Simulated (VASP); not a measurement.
# Li3H2 in VASP: notebook

Runs on Li3H2. Level: PBE. Tasks: single point, relaxation of cell and atoms.

All numbers are computed with VASP 6.6.1; they aren't measurements. Logs are shortened: lines on timing, memory, paths and dates and some standing lists are left out, and cuts for length are marked.

## Step 1: The cell of the first run

The structure is orthorhombic, space group Cmc2_1 (No. 36). Conventional cell: a = 9.372 Å, b = 5.606 Å, c = 4.825 Å, α = 90.00°, β = 90.00°, γ = 90.00°. Within 2.4 Å of Li (site symmetry m) lie 2 H at 1.83 Å. Within 2.4 Å of Li (site symmetry 1) lie 3 H at 1.81 to 1.83 Å. Within 2.4 Å of H (site symmetry 1) lie 4 Li at 1.81 to 1.83 Å.

The cell was built from a structure type or drawn by symmetry, and may not be a known phase.

## Step 2: Single point, PBE

INCAR

```
PREC = Accurate
ENCUT = 520
EDIFF = 1E-6
ISMEAR = 0
SIGMA = 0.1
LREAL = F
LASPH = T
NELM = 60
ALGO = Normal
ISIF = 2
LWAVE = F
LCHARG = F
GGA = PE
NBANDS = 22
```

KPOINTS

```
Automatic mesh
0
Gamma
  6 6 6
```

POSCAR

```
Li3H2
1.0
    4.6861491805     -2.8029123207      0.0000000000
    4.6861491805      2.8029123207      0.0000000000
    0.0000000000      0.0000000000      4.8246081605
Li H
6 4
Direct
    0.2023492684      0.7976507316      0.5125568984
    0.7976507316      0.2023492684      0.0125568984
    0.8446849009      0.5374352884      0.5667997682
    0.1553150991      0.4625647116      0.0667997682
    0.5374352884      0.8446849009      0.0667997682
    0.4625647116      0.1553150991      0.5667997682
    0.1840003151      0.4785821008      0.4406217626
    0.8159996849      0.5214178992      0.9406217626
    0.4785821008      0.1840003151      0.9406217626
    0.5214178992      0.8159996849      0.4406217626
```

Potentials or basis: VASP PAW PBE potentials, release 64 (Li_sv, H).

Launch:

```console
$ cat potpaw_PBE.64/Li_sv/POTCAR potpaw_PBE.64/H/POTCAR > POTCAR
$ mpirun -np 1 vasp_std > vasp.out
```

OUTCAR:

```text
PREC = Accurate
   ENCUT = 520
   EDIFF = 1E-6
   ISMEAR = 0
   LREAL = F
   LASPH = T
   NELM = 60
   ISIF = 2
   GGA = PE

 ion  position               nearest neighbor table
   1  0.202  0.798  0.513-
   2  0.798  0.202  0.013-
   3  0.845  0.537  0.567-
   4  0.155  0.463  0.067-
   5  0.537  0.845  0.067-
   6  0.463  0.155  0.567-
   7  0.184  0.479  0.441-
   8  0.816  0.521  0.941-
   9  0.479  0.184  0.941-
  10  0.521  0.816  0.441-

  LATTYP: Found a base centered orthorhombic cell.
 ALAT       =     5.6058246414
 B/A-ratio  =     1.6718857546
 C/A-ratio  =     0.8606420053

  Lattice vectors:

 A1 = (  -4.6861491805,  -2.8029123207,   0.0000000000)
 A2 = (   4.6861491805,  -2.8029123207,   0.0000000000)
 A3 = (   0.0000000000,   0.0000000000,   4.8246081605)

Analysis of symmetry for initial positions (statically):
=====================================================================
 Subroutine PRICEL returns:
 Original cell was already a primitive cell.

 Routine SETGRP: Setting up the symmetry group for a
 base centered orthorhombic supercell.

 Subroutine GETGRP returns: Found  4 space group operations
 (whereof  2 operations were pure point group operations)
 out of a pool of  8 trial point group operations.

The static configuration has the point symmetry C_1h.
 The point group associated with its full space group is C_2v.

Analysis of symmetry for dynamics (positions and initial velocities):
=====================================================================
 Subroutine PRICEL returns:
 Original cell was already a primitive cell.

 Routine SETGRP: Setting up the symmetry group for a
 base centered orthorhombic supercell.

 Subroutine GETGRP returns: Found  4 space group operations
 (whereof  2 operations were pure point group operations)
 out of a pool of  8 trial point group operations.

The dynamic configuration has the point symmetry C_1h.
 The point group associated with its full space group is C_2v.

 Subroutine INISYM returns: Found  4 space group operations
 (whereof  2 operations are pure point group operations),
 and found     1 'primitive' translations

----------------------------------------------------------------------------------------

                                     Primitive cell

  volume of cell :     126.7412

  direct lattice vectors                    reciprocal lattice vectors
     4.686149181 -2.802912321  0.000000000     0.106697414 -0.178385887  0.000000000
     4.686149181  2.802912321  0.000000000     0.106697414  0.178385887  0.000000000
     0.000000000  0.000000000  4.824608161     0.000000000  0.000000000  0.207270719

  length of vectors
     5.460431450  5.460431450  4.824608161     0.207860200  0.207860200  0.207270719

  position of ions in fractional coordinates (direct lattice)
     0.202349268  0.797650732  0.512556898
     0.797650732  0.202349268  0.012556898
     0.844684901  0.537435288  0.566799768
     0.155315099  0.462564712  0.066799768
     0.537435288  0.844684901  0.066799768
     0.462564712  0.155315099  0.566799768
     0.184000315  0.478582101  0.440621763
     0.815999685  0.521417899  0.940621763
     0.478582101  0.184000315  0.940621763
     0.521417899  0.815999685  0.440621763

  ion indices of the primitive-cell ions
   primitive index   ion index
                 1           1
                 2           2
                 3           3
                 4           4
                 5           5
                 6           6
                 7           7
                 8           8
                 9           9
                10          10

----------------------------------------------------------------------------------------

 KPOINTS: Automatic mesh

Automatic generation of k-mesh.
 Grid dimensions read from file:
 generate k-points for:    6    6    6

 Generating k-lattice:

  Cartesian coordinates                     Fractional coordinates (reciprocal lattice)
     0.017782902 -0.029730981  0.000000000     0.166666667  0.000000000  0.000000000
     0.017782902  0.029730981  0.000000000     0.000000000  0.166666667  0.000000000
     0.000000000  0.000000000  0.034545120     0.000000000  0.000000000  0.166666667

  Length of vectors
     0.034643367  0.034643367  0.034545120

  Shift w.r.t. Gamma in fractional coordinates (k-lattice)
     0.000000000  0.000000000  0.000000000

 Subroutine IBZKPT returns following result:
 ===========================================

 Found     52 irreducible k-points:

 Following reciprocal coordinates:
            Coordinates               Weight
  0.000000  0.000000  0.000000      1.000000
  0.166667  0.000000  0.000000      4.000000
  0.333333 -0.000000  0.000000      4.000000
  0.500000 -0.000000  0.000000      2.000000
  0.166667  0.166667  0.000000      2.000000
  0.333333  0.166667  0.000000      4.000000
[... 16 lines left out ...]
  0.333333  0.333333  0.166667      4.000000
  0.500000  0.333333  0.166667      8.000000
 [... further k-points ...]
   k-points           NKPTS =     52   k-points in BZ     NKDIM =     52   number of bands    NBANDS=     22
   number of dos      NEDOS =    301   number of ions     NIONS =     10
   total plane-waves  NPLWV =  63504
   dimension x,y,z NGX =    42 NGY =   42 NGZ =   36
   dimension x,y,z NGXF=    84 NGYF=   84 NGZF=   72
   ions per type =               6   4
   NGX,Y,Z   is equivalent  to a cutoff of  12.79, 12.79, 12.40 a.u.
   NGXF,Y,Z  is equivalent  to a cutoff of  25.57, 25.57, 24.81 a.u.
 SYSTEM =  unknown system
   PREC   = accura    normal or accurate (medium, high low for compatibility)
   ISTART =      0    job   : 0-new  1-cont  2-samecut
   ICHARG =      2    charge: 1-file 2-atom 10-const
   ISPIN  =      1    spin polarized calculation?
   LNONCOLLINEAR =      F non collinear calculations
   LSORBIT =      F    spin-orbit coupling
   LASPH  =      T    aspherical Exc in radial PAW
   ENCUT  =  520.0 eV  38.22 Ry    6.18 a.u.  10.15 10.15  8.97*2*pi/ulx,y,z
   NELM   =     60;   NELMIN=  2; NELMDL= -5     # of ELM steps
   EDIFF  = 0.1E-05   stopping-criterion for ELM
   LREAL  =      F    real-space projection
   EDIFFG = 0.1E-04   stopping-criterion for IOM
   NSW    =      0    number of steps for IOM
   IBRION =     -1    ionic relax: 0-MD 1-quasi-New 2-CG
   NFREE  =      0    steps in history (QN), initial steepest desc. (CG)
   ISIF   =      2    stress and relaxation
   ISYM   =      2    0-nonsym 1-usesym 2-fastsym
   POTIM  = 0.5000    time-step for ionic-motion
   TEBEG  =    0.0;   TEEND  =   0.0 temperature during run
   PSTRESS=    0.0 pullay stress
   NELECT =      22.0000    total number of electrons
   NUPDOWN=      -1.0000    fix difference up-down
   EMIN   =  10.00;   EMAX   =-10.00  energy-range for DOS
   EFERMI =   0.00;   METHOD = LEGACY
   ISMEAR =     0;   SIGMA  =   0.10  broadening in eV -4-tet -1-fermi 0-gaus
   EFERMI_NEDOS =   21; number of points for ismear=-14 and -15
   IALGO  =     38    algorithm
   IMIX   =      4    mixing-type and parameters
     AMIX     =   0.40;   BMIX     =  1.00
     AMIX_MAG =   1.60;   BMIX_MAG =  1.00
  volume/ion in A,a.u.               =      12.67        85.53
  Fermi-wavevector in a.u.,A,eV,Ry     =   0.913222  1.725740 11.346918  0.833975
  Thomas-Fermi vector in A             =   2.037709
   LORBIT       =      0    0 simple, 1 ext, 2 COOP (PROOUT), +10 PAW based schemes
   GGA     = PE    functional components
   LHFCALC =     F    Hartree Fock is set to
   AEXX    =    0.0000 exact exchange contribution
   IVDW    =     0    specifies the selected vdW correction
   LEPSILON=     F    determine dielectric tensor
   LRPA    =     F    only Hartree local field effects (RPA)
 non-spin polarized calculation
 Gauss-broadening in eV      SIGMA  =   0.10
  energy-cutoff  :      520.00
  volume of cell :      126.74
 maximum number of plane-waves:      3438
 NGX is ok and might be reduce to    42
   NGX = 21   NGY = 21   NGZ = 17

 number of electron      22.0000009 magnetization

 Free energy of the ion-electron system (eV)
  ---------------------------------------------------
  ext. energy  EPLUGINS =         0.00000000
  ---------------------------------------------------
  free energy    TOTEN  =       -27.47056435 eV

  energy without entropy =      -27.46298628  energy(sigma->0) =      -27.46677531

 E-fermi :   0.9018     XC(G=0):  -7.2891

 val. band max:        0.8421744461   @ k =  -0.1667   0.1667   0.5000
 cond. band min:       0.9452270970   @ k =   0.1667   0.0000   0.1667
 fundamental gap:      0.1030526509
 Fermi energy:         0.9018310766

 k-point     1 :       0.0000    0.0000    0.0000
  band No.  band energies     occupation
      1     -45.6156      2.00000
      2     -45.6123      2.00000
      3     -45.4760      2.00000
      4     -45.4584      2.00000
      5     -45.4545      2.00000
      6     -45.4534      2.00000
[... 14 lines left out ...]
     21       7.3761      0.00000
     22       9.0862      0.00000

 k-point     2 :       0.1667    0.0000    0.0000
  band No.  band energies     occupation
      1     -45.6154      2.00000
      2     -45.6124      2.00000
      3     -45.4752      2.00000
      4     -45.4606      2.00000
      5     -45.4535      2.00000
      6     -45.4532      2.00000
[... 14 lines left out ...]
     21       7.5820      0.00000
     22       9.1012      0.00000

 k-point     3 :       0.3333   -0.0000    0.0000
  band No.  band energies     occupation
      1     -45.6150      2.00000
      2     -45.6126      2.00000
      3     -45.4727      2.00000
      4     -45.4646      2.00000
      5     -45.4528      2.00000
      6     -45.4525      2.00000
[... 14 lines left out ...]
     21       7.7679      0.00000
     22       8.5530      0.00000
[... 476 lines left out ...]
 k-point    23 :       0.3333    0.3333    0.1667
  band No.  band energies     occupation
      1     -45.6148      2.00000
      2     -45.6126      2.00000
      3     -45.4748      2.00000
      4     -45.4583      2.00000
      5     -45.4551      2.00000
      6     -45.4546      2.00000
[... 14 lines left out ...]
     21       8.1934      0.00000
     22       8.3351      0.00000

 k-point    24 :       0.5000    0.3333    0.1667
  band No.  band energies     occupation
      1     -45.6146      2.00000
      2     -45.6127      2.00000
      3     -45.4740      2.00000
      4     -45.4602      2.00000
      5     -45.4544      2.00000
      6     -45.4543      2.00000
[... 14 lines left out ...]
     21       8.2177      0.00000
     22       8.5682      0.00000

 [... further k-points ...]
[... 5 lines left out ...]
  --------------------------------------------------------------------------------------
  -------------------------------------------------------------------------------------
  Total       -0.0741045     -0.0779231     -0.0874493      0.0000000      0.0000000      0.0000000
  in kB       -0.9367795     -0.9850517     -1.1054754      0.0000000      0.0000000      0.0000000
  external PRESSURE =      -1.0091022 kB  Pullay stress =       0.0000000 kB

 VOLUME and BASIS-vectors are now :
 -----------------------------------------------------------------------------
  energy-cutoff  :      520.00
  volume of cell :      126.74
      direct lattice vectors                 reciprocal lattice vectors
     4.686149181 -2.802912321  0.000000000     0.106697414 -0.178385887  0.000000000
     4.686149181  2.802912321  0.000000000     0.106697414  0.178385887  0.000000000
     0.000000000  0.000000000  4.824608161     0.000000000  0.000000000  0.207270719

 POSITION                                       TOTAL-FORCE (eV/Angst)
 -----------------------------------------------------------------------------------
      4.68615      1.66858      2.47289        -0.000000      0.004551      0.001201
      4.68615     -1.66858      0.06058        -0.000000     -0.004551      0.001201
      6.47682     -0.86119      2.73459        -0.000546     -0.001331     -0.000449
      2.89548      0.86119      0.32228         0.000546      0.001331     -0.000449
      6.47682      0.86119      0.32228        -0.000546      0.001331     -0.000449
      2.89548     -0.86119      2.73459         0.000546     -0.001331     -0.000449
      3.10496      0.82569      2.12583         0.001357      0.000432     -0.000152
      6.26734     -0.82569      4.53813        -0.001357     -0.000432     -0.000152
      3.10496     -0.82569      4.53813         0.001357     -0.000432     -0.000152
      6.26734      0.82569      2.12583        -0.001357      0.000432     -0.000152
 -----------------------------------------------------------------------------------
    total drift:                                0.000001      0.000000     -0.001892

  FREE ENERGIE OF THE ION-ELECTRON SYSTEM (eV)
  ---------------------------------------------------
  free  energy   TOTEN  =       -27.4705643479 eV

  energy  without entropy=      -27.4629862816  energy(sigma->0) =      -27.46677531
```

Run time: 2.4 min. Hardware: 1 thread of Intel Xeon Platinum 8259CL at 2.50GHz (Skylake/Cascade Lake), shared host; peak memory 0.28 GiB.

What came out:

- Free energy: -27.4706 eV
- Largest force: 0.005 eV/Å
- Band gap on the k mesh: zero (bands 11 and 12 overlap by 1.54 eV)

Forces in eV/Å, atoms in the order of the input:
```
Li   0.000  0.005  0.001
Li   0.000 -0.005  0.001
Li  -0.001 -0.001  0.000
Li   0.001  0.001  0.000
Li  -0.001  0.001  0.000
Li   0.001 -0.001  0.000
H    0.001  0.000  0.000
H   -0.001  0.000  0.000
H    0.001  0.000  0.000
H   -0.001  0.000  0.000
```

Caveat: the cutoff is under 1.25 times the usual one of these potentials, so pressure, stress and relaxed cells hold a basis-set (Pulay) error.

(Part 1 of 3 ends here.)
